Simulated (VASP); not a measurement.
SnSe, 2 atoms in the cell. Symmetry: I4/mmm, No. 139, tetragonal system. The conventional cell has a = 4.778 Å, b = 4.778 Å, c = 4.778 Å, α = 90.00°, β = 90.00°, γ = 90.00°. Within 3.2 Å of Sn (site symmetry 4/mmm) lie 2 Se at 2.39 Å. Within 3.2 Å of Se (site symmetry 4/mmm) lie 2 Sn at 2.39 Å.  This cell differs from its parent crystal: ratio of the length along z to the lengths across it x 0.707, volume and fractional coordinates fixed.

```yaml
Program: VASP 6.6.1
Task: single point
Functional: PBE
Dispersion: D3(BJ)
Potentials_or_basis: VASP PAW PBE potentials, release 64 (Sn_d, Se)
Cutoff: 520 eV
k_mesh: 12 × 12 × 12
Occupations: gaussian, width 0.05 eV
Spin: no spin polarisation
Dipole_correction: no
Further_INCAR_settings: ALGO = Normal; EDIFF = 1e-06; NBANDS = 17
```

Potentials or basis: VASP PAW PBE potentials, release 64 (Sn_d, Se).

Run with:

```sh
$ cat potpaw_PBE.64/Sn_d/POTCAR potpaw_PBE.64/Se/POTCAR > POTCAR
$ mpirun -np 1 vasp_std > vasp.out
```

Hardware: 1 thread of Intel Xeon 8259CL (shared host).

Problem. Estimate the wall time of this run.

Solution. Run time: 2.4 min on 1 thread of Intel Xeon 8259CL, on a shared host, peak memory 0.31 GiB. Counts: scf iterations 12, k points 163.
